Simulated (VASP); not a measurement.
# Sc3Te (P6_3/mmc) in VASP: notebook

The runs below take Sc3Te through single point, with PBE.

Program: VASP 6.6.1. These are calculated values, not measurements. Logs are shortened: lines on timing, memory, paths and dates and some standing lists are left out, and cuts for length are marked.

## Step 1: The cell of the first run

The structure is hexagonal, space group P6_3/mmc (No. 194). Conventional cell: a = 6.362 Å, b = 6.362 Å, c = 5.104 Å, α = 90.00°, β = 90.00°, γ = 120.00°. Sc (site symmetry mm2) has 4 Te at 3.14 to 3.18 Å and 8 Sc at 3.15 to 3.19 Å within 4.1 Å. Within 4.1 Å of Te (site symmetry -6m2) lie 12 Sc at 3.14 to 3.18 Å.

## Step 2: Single point, PBE

INCAR reads:

```
SYSTEM = Sc3Te
  PREC = Accurate
  ENCUT = 500
  EDIFF = 1E-6
  ISMEAR = -1
  SIGMA = 0.1
  LREAL = .FALSE.
  LASPH = .TRUE.
  NELM = 120
  ALGO = Normal
  ISIF = 2
  LWAVE = .FALSE.
  LCHARG = .FALSE.
  GGA = PE
  NBANDS = 49
  GGA_COMPAT = .FALSE.
```

KPOINTS reads:

```
regular mesh
0
G
  4 4 4
  0 0 0
```

POSCAR reads:

```
Sc3Te
1.0
    6.3617000000      0.0000000000      0.0000000000
   -3.1808500000      5.5093938113      0.0000000000
    0.0000000000      0.0000000000      5.1043630000
Sc Te
6 2
Direct
    0.3342930000      0.1671470000      0.7500000000
    0.8328540000      0.1671470000      0.7500000000
    0.8328540000      0.6657070000      0.7500000000
    0.6657070000      0.8328540000      0.2500000000
    0.1671470000      0.8328540000      0.2500000000
    0.1671470000      0.3342930000      0.2500000000
    0.6666666667      0.3333333333      0.2500000000
    0.3333333333      0.6666666667      0.7500000000
```

Potentials or basis: VASP PAW PBE potentials, release 64 (Sc_sv, Te).

Run with:

```
cat potpaw_PBE.64/Sc_sv/POTCAR potpaw_PBE.64/Te/POTCAR > POTCAR
mpirun -np 1 vasp_std > vasp.out
```

OUTCAR:

```text
SYSTEM = Sc3Te
   PREC = Accurate
   ENCUT = 500
   EDIFF = 1E-6
   ISMEAR = -1
   LREAL = .FALSE.
   LASPH = .TRUE.
   NELM = 120
   ISIF = 2
   GGA = PE

 ion  position               nearest neighbor table
   1  0.334  0.167  0.750-   7 3.14   7 3.14   6 3.15   6 3.15   5 3.15   5 3.15   3 3.17   2 3.17
                             8 3.18   8 3.18   2 3.19   3 3.19
   2  0.833  0.167  0.750-   7 3.14   7 3.14   6 3.15   6 3.15   4 3.15   4 3.15   3 3.17   1 3.17
                             8 3.18   8 3.18   1 3.19   3 3.19
   3  0.833  0.666  0.750-   7 3.14   7 3.14   5 3.15   5 3.15   4 3.15   4 3.15   2 3.17   1 3.17
                             8 3.18   8 3.18   1 3.19   2 3.19
   4  0.666  0.833  0.250-   8 3.14   8 3.14   2 3.15   2 3.15   3 3.15   3 3.15   5 3.17   6 3.17
                             7 3.18   7 3.18   6 3.19   5 3.19
   5  0.167  0.833  0.250-   8 3.14   8 3.14   3 3.15   3 3.15   1 3.15   1 3.15   4 3.17   6 3.17
                             7 3.18   7 3.18   6 3.19   4 3.19
   6  0.167  0.334  0.250-   8 3.14   8 3.14   1 3.15   1 3.15   2 3.15   2 3.15   4 3.17   5 3.17
                             7 3.18   7 3.18   5 3.19   4 3.19
   7  0.667  0.333  0.250-   2 3.14   2 3.14   1 3.14   1 3.14   3 3.14   3 3.14   4 3.18   5 3.18
                             6 3.18   6 3.18   5 3.18   4 3.18
   8  0.333  0.667  0.750-   5 3.14   5 3.14   4 3.14   4 3.14   6 3.14   6 3.14   3 3.18   2 3.18
                             1 3.18   1 3.18   2 3.18   3 3.18

  LATTYP: Found a hexagonal cell.
 ALAT       =     6.3617000000
 C/A-ratio  =     0.8023583319

  Lattice vectors:

 A1 = (   6.3617000000,   0.0000000000,   0.0000000000)
 A2 = (  -3.1808500000,   5.5093938113,   0.0000000000)
 A3 = (   0.0000000000,   0.0000000000,   5.1043630000)

Analysis of symmetry for initial positions (statically):
=====================================================================
 Subroutine PRICEL returns:
 Original cell was already a primitive cell.

 Routine SETGRP: Setting up the symmetry group for a
 hexagonal supercell.

 Subroutine GETGRP returns: Found 24 space group operations
 (whereof 12 operations were pure point group operations)
 out of a pool of 24 trial point group operations.

The static configuration has the point symmetry D_3d.
 The point group associated with its full space group is D_6h.

Analysis of symmetry for dynamics (positions and initial velocities):
=====================================================================
 Subroutine PRICEL returns:
 Original cell was already a primitive cell.

 Routine SETGRP: Setting up the symmetry group for a
 hexagonal supercell.

 Subroutine GETGRP returns: Found 24 space group operations
 (whereof 12 operations were pure point group operations)
 out of a pool of 24 trial point group operations.

The dynamic configuration has the point symmetry D_3d.
 The point group associated with its full space group is D_6h.

 Subroutine INISYM returns: Found 24 space group operations
 (whereof 12 operations are pure point group operations),
 and found     1 'primitive' translations

----------------------------------------------------------------------------------------

                                     Primitive cell

  volume of cell :     178.9034

  direct lattice vectors                    reciprocal lattice vectors
     6.361700000  0.000000000  0.000000000     0.157190688  0.090754086  0.000000000
    -3.180850000  5.509393811  0.000000000     0.000000000  0.181508172  0.000000000
     0.000000000  0.000000000  5.104363000     0.000000000  0.000000000  0.195910832

  length of vectors
     6.361700000  6.361700000  5.104363000     0.181508172  0.181508172  0.195910832

  position of ions in fractional coordinates (direct lattice)
     0.334293000  0.167147000  0.750000000
     0.832854000  0.167147000  0.750000000
     0.832854000  0.665707000  0.750000000
     0.665707000  0.832854000  0.250000000
     0.167147000  0.832854000  0.250000000
     0.167147000  0.334293000  0.250000000
     0.666666667  0.333333333  0.250000000
     0.333333333  0.666666667  0.750000000

  ion indices of the primitive-cell ions
   primitive index   ion index
                 1           1
                 2           2
                 3           3
                 4           4
                 5           5
                 6           6
                 7           7
                 8           8

----------------------------------------------------------------------------------------

 KPOINTS: regular mesh

Automatic generation of k-mesh.
 Grid dimensions read from file:
 generate k-points for:    4    4    4

 Generating k-lattice:

  Cartesian coordinates                     Fractional coordinates (reciprocal lattice)
     0.039297672  0.022688522  0.000000000     0.250000000 -0.000000000  0.000000000
     0.000000000  0.045377043  0.000000000     0.000000000  0.250000000  0.000000000
     0.000000000  0.000000000  0.048977708     0.000000000  0.000000000  0.250000000

  Length of vectors
     0.045377043  0.045377043  0.048977708

  Shift w.r.t. Gamma in fractional coordinates (k-lattice)
     0.000000000  0.000000000  0.000000000

 Subroutine IBZKPT returns following result:
 ===========================================

 Found     12 irreducible k-points:

 Following reciprocal coordinates:
            Coordinates               Weight
  0.000000  0.000000  0.000000      1.000000
  0.250000 -0.000000  0.000000      6.000000
  0.500000 -0.000000  0.000000      3.000000
  0.250000  0.250000  0.000000      6.000000
  0.000000  0.000000  0.250000      2.000000
  0.250000 -0.000000  0.250000     12.000000
  0.500000 -0.000000  0.250000      6.000000
  0.250000  0.250000  0.250000     12.000000
  0.000000  0.000000  0.500000      1.000000
  0.250000 -0.000000  0.500000      6.000000
  0.500000 -0.000000  0.500000      3.000000
  0.250000  0.250000  0.500000      6.000000
   k-points           NKPTS =     12   k-points in BZ     NKDIM =     12   number of bands    NBANDS=     49
   number of dos      NEDOS =    301   number of ions     NIONS =      8
   total plane-waves  NPLWV =  92160
   dimension x,y,z NGX =    48 NGY =   48 NGZ =   40
   dimension x,y,z NGXF=    96 NGYF=   96 NGZF=   80
   ions per type =               6   2
   NGX,Y,Z   is equivalent  to a cutoff of  12.54, 12.54, 13.03 a.u.
   NGXF,Y,Z  is equivalent  to a cutoff of  25.09, 25.09, 26.06 a.u.
 SYSTEM =  Sc3Te
   PREC   = accura    normal or accurate (medium, high low for compatibility)
   ISTART =      0    job   : 0-new  1-cont  2-samecut
   ICHARG =      2    charge: 1-file 2-atom 10-const
   ISPIN  =      1    spin polarized calculation?
   LNONCOLLINEAR =      F non collinear calculations
   LSORBIT =      F    spin-orbit coupling
   LASPH  =      T    aspherical Exc in radial PAW
   ENCUT  =  500.0 eV  36.75 Ry    6.06 a.u.  11.60 11.60  9.31*2*pi/ulx,y,z
   NELM   =    120;   NELMIN=  2; NELMDL= -5     # of ELM steps
   EDIFF  = 0.1E-05   stopping-criterion for ELM
   LREAL  =      F    real-space projection
   EDIFFG = 0.1E-04   stopping-criterion for IOM
   NSW    =      0    number of steps for IOM
   IBRION =     -1    ionic relax: 0-MD 1-quasi-New 2-CG
   NFREE  =      0    steps in history (QN), initial steepest desc. (CG)
   ISIF   =      2    stress and relaxation
   ISYM   =      2    0-nonsym 1-usesym 2-fastsym
   POTIM  = 0.5000    time-step for ionic-motion
   TEBEG  =    0.0;   TEEND  =   0.0 temperature during run
   PSTRESS=    0.0 pullay stress
   NELECT =      78.0000    total number of electrons
   NUPDOWN=      -1.0000    fix difference up-down
   EMIN   =  10.00;   EMAX   =-10.00  energy-range for DOS
   EFERMI =   0.00;   METHOD = LEGACY
   ISMEAR =    -1;   SIGMA  =   0.10  broadening in eV -4-tet -1-fermi 0-gaus
   EFERMI_NEDOS =   21; number of points for ismear=-14 and -15
   IALGO  =     38    algorithm
   IMIX   =      4    mixing-type and parameters
     AMIX     =   0.40;   BMIX     =  1.00
     AMIX_MAG =   1.60;   BMIX_MAG =  1.00
  volume/ion in A,a.u.               =      22.36       150.91
  Fermi-wavevector in a.u.,A,eV,Ry     =   1.241367  2.345843 20.966468  1.540992
  Thomas-Fermi vector in A             =   2.375768
   LORBIT       =      0    0 simple, 1 ext, 2 COOP (PROOUT), +10 PAW based schemes
   GGA     = PE    functional components
   LHFCALC =     F    Hartree Fock is set to
   AEXX    =    0.0000 exact exchange contribution
   IVDW    =     0    specifies the selected vdW correction
   LEPSILON=     F    determine dielectric tensor
   LRPA    =     F    only Hartree local field effects (RPA)
 non-spin polarized calculation
  energy-cutoff  :      500.00
  volume of cell :      178.90
 maximum number of plane-waves:      4566
 NGX is ok and might be reduce to    48
   NGX = 23   NGY = 23   NGZ = 19

 number of electron      77.9999996 magnetization

 Free energy of the ion-electron system (eV)
  ---------------------------------------------------
  ext. energy  EPLUGINS =         0.00000000
  ---------------------------------------------------
  free energy    TOTEN  =       -47.28895558 eV

  energy without entropy =      -46.97898095  energy(sigma->0) =      -47.13396827

 E-fermi :   6.6117     XC(G=0): -10.4705

 val. band max:        6.5879546981   @ k =   0.2500  -0.0000   0.0000
 cond. band min:       6.6385315652   @ k =   0.5000  -0.0000   0.2500
 fundamental gap:      0.0505768671
 Fermi energy:         6.6117115815

 k-point     1 :       0.0000    0.0000    0.0000
  band No.  band energies     occupation
      1     -42.8797      2.00000
      2     -42.8212      2.00000
      3     -42.8212      2.00000
      4     -42.8155      2.00000
      5     -42.7902      2.00000
      6     -42.7902      2.00000
[... 41 lines left out ...]
     48       8.4265      0.00000
     49       8.4271      0.00000

 k-point     2 :       0.2500   -0.0000    0.0000
  band No.  band energies     occupation
      1     -42.8726      2.00000
      2     -42.8293      2.00000
      3     -42.8214      2.00000
      4     -42.8129      2.00000
      5     -42.7920      2.00000
      6     -42.7901      2.00000
[... 41 lines left out ...]
     48       8.3461      0.00000
     49       8.6921      0.00000

 k-point     3 :       0.5000   -0.0000    0.0000
  band No.  band energies     occupation
      1     -42.8606      2.00000
      2     -42.8426      2.00000
      3     -42.8215      2.00000
      4     -42.8086      2.00000
      5     -42.7951      2.00000
      6     -42.7900      2.00000
[... 41 lines left out ...]
     48       8.2245      0.00000
     49       8.6955      0.00000

 k-point     4 :       0.2500    0.2500    0.0000
  band No.  band energies     occupation
      1     -42.8616      2.00000
      2     -42.8363      2.00000
      3     -42.8304      2.00000
      4     -42.8040      2.00000
      5     -42.7931      2.00000
      6     -42.7930      2.00000
[... 353 lines left out ...]
     48       8.3431      0.00000
     49       8.4558      0.00000

 k-point    11 :       0.5000   -0.0000    0.5000
  band No.  band energies     occupation
      1     -42.8339      2.00000
      2     -42.8338      2.00000
      3     -42.8197      2.00000
      4     -42.8196      2.00000
      5     -42.8057      2.00000
      6     -42.8057      2.00000
[... 41 lines left out ...]
     48       8.2277      0.00000
     49       8.4474      0.00000

 k-point    12 :       0.2500    0.2500    0.5000
  band No.  band energies     occupation
      1     -42.8339      2.00000
      2     -42.8339      2.00000
      3     -42.8196      2.00000
      4     -42.8196      2.00000
      5     -42.8057      2.00000
      6     -42.8057      2.00000
[... 41 lines left out ...]
     48       8.0954      0.00000
     49       8.6420      0.00000

------------------------ aborting loop because EDIFF is reached ----------------------------------------

  FORCE on cell =-STRESS in cart. coord.  units (eV):
  Direction    XX          YY          ZZ          XY          YZ          ZX
  --------------------------------------------------------------------------------------
  -------------------------------------------------------------------------------------
  Total        0.2148678      0.2148678      0.6544414      0.0000000      0.0000000      0.0000000
  in kB        1.9242587      1.9242587      5.8608792      0.0000000      0.0000000      0.0000000
  external PRESSURE =       3.2364655 kB  Pullay stress =       0.0000000 kB

 VOLUME and BASIS-vectors are now :
 -----------------------------------------------------------------------------
  energy-cutoff  :      500.00
  volume of cell :      178.90
      direct lattice vectors                 reciprocal lattice vectors
     6.361700000  0.000000000  0.000000000     0.157190688  0.090754086  0.000000000
    -3.180850000  5.509393811  0.000000000     0.000000000  0.181508172  0.000000000
     0.000000000  0.000000000  5.104363000     0.000000000  0.000000000  0.195910832

 POSITION                                       TOTAL-FORCE (eV/Angst)
 -----------------------------------------------------------------------------------
      1.59500      0.92088      3.82827         0.021633      0.012490      0.000000
      4.76670      0.92088      3.82827        -0.021633      0.012490      0.000000
      3.18085      3.66764      3.82827        -0.000000     -0.024979      0.000000
      1.58584      4.58852      1.27609        -0.021633     -0.012490      0.000000
     -1.58584      4.58852      1.27609         0.021633     -0.012490     -0.000000
      0.00000      1.84175      1.27609         0.000000      0.024979     -0.000000
      3.18085      1.83646      1.27609        -0.000000     -0.000000      0.000000
     -0.00000      3.67293      3.82827         0.000000      0.000000      0.000000
 -----------------------------------------------------------------------------------
    total drift:                               -0.007377     -0.012776     -0.000000

  FREE ENERGIE OF THE ION-ELECTRON SYSTEM (eV)
  ---------------------------------------------------
  free  energy   TOTEN  =       -47.2889555787 eV

  energy  without entropy=      -46.9789809518  energy(sigma->0) =      -47.13396827
```

Wall time 2.2 min (1 thread of AMD EPYC 7R43 (Zen 3), shared host); peak memory 0.28 GiB.

Results:

* Free energy: -47.2890 eV
* Pressure: 0.3 GPa
* Largest force: 0.025 eV/Å
* Band gap on the k mesh: zero (bands 39 and 40 overlap by 0.59 eV)

Forces in eV/Å, atoms in the order of the input:
```
Sc   0.022  0.012  0.000
Sc  -0.022  0.012  0.000
Sc   0.000 -0.025  0.000
Sc  -0.022 -0.012  0.000
Sc   0.022 -0.012  0.000
Sc   0.000  0.025  0.000
Te   0.000  0.000  0.000
Te   0.000  0.000  0.000
```

Stress tensor (GPa, compression positive):
```
0.19 0.00 0.00
0.00 0.19 0.00
0.00 0.00 0.59
```

Caveat: spin-orbit coupling is left out, which moves the levels of the heavy elements.

## Step 3: Single point, PBE

INCAR reads:

```
PREC     = Accurate       # precision mode
ENCUT    = 500            # plane-wave cutoff, eV
EDIFF    = 1E-6           # SCF threshold, eV
ISMEAR   = -1             # smearing method
SIGMA    = 0.1            # smearing width, eV
LREAL    = False          # projectors in reciprocal space
LASPH    = True           # aspherical terms in the spheres
NELM     = 120            # most SCF steps
ALGO     = Normal         # electronic algorithm
ISIF     = 2              # what is computed and relaxed
LWAVE    = False          # write WAVECAR
LCHARG   = False          # write CHGCAR
GGA      = PE             # functional
NBANDS   = 49             # bands
GGA_COMPAT= False
```

KPOINTS reads:

```
regular mesh
0
Gamma
  4 4 4
```

POSCAR is that of step 2.

Potentials or basis: VASP PAW PBE potentials, release 64 (Sc_sv, Te).

Run with:

```
cat potpaw_PBE.64/Sc_sv/POTCAR potpaw_PBE.64/Te/POTCAR > POTCAR
mpirun -np 1 vasp_std > vasp.out
```

Run time: 2.3 min. Hardware: 1 thread of AMD EPYC 7R43 (Zen 3), shared host; peak memory 0.28 GiB.

It converged, with:

```yaml
Free_energy: -47.2890 eV
Pressure: 0.3 GPa
Largest_force: 0.025 eV/Å
Band_gap_on_the_k_mesh: zero (bands 39 and 40 overlap by 0.59 eV)
```

Forces on the atoms (eV/Å):
```
Sc   0.022  0.012  0.000
Sc  -0.022  0.012  0.000
Sc   0.000 -0.025  0.000
Sc  -0.022 -0.012  0.000
Sc   0.022 -0.012  0.000
Sc   0.000  0.025  0.000
Te   0.000  0.000  0.000
Te   0.000  0.000  0.000
```

Stress tensor (GPa, compression positive):
```
0.19 0.00 0.00
0.00 0.19 0.00
0.00 0.00 0.59
```

Levels at points of the mesh, in eV from the Fermi level:
```
           k point  band 36  band 37  band 38  band 39  band 40  band 41  band 42  band 43
(0.00, 0.00, 0.00)    -1.00    -0.82    -0.82    -0.72    -0.49    -0.20    -0.20     0.98
(0.50, 0.00, 0.00)    -0.62    -0.53    -0.43    -0.29     0.18     0.37     0.56     0.74
(0.00, 0.00, 0.50)    -1.50    -1.50    -1.50     0.05     0.05     0.31     0.31     0.31
(0.50, 0.00, 0.50)    -0.34    -0.04    -0.04     0.09     0.09     0.23     0.23     0.78
```

Caveat: spin-orbit coupling is left out, which moves the levels of the heavy elements.
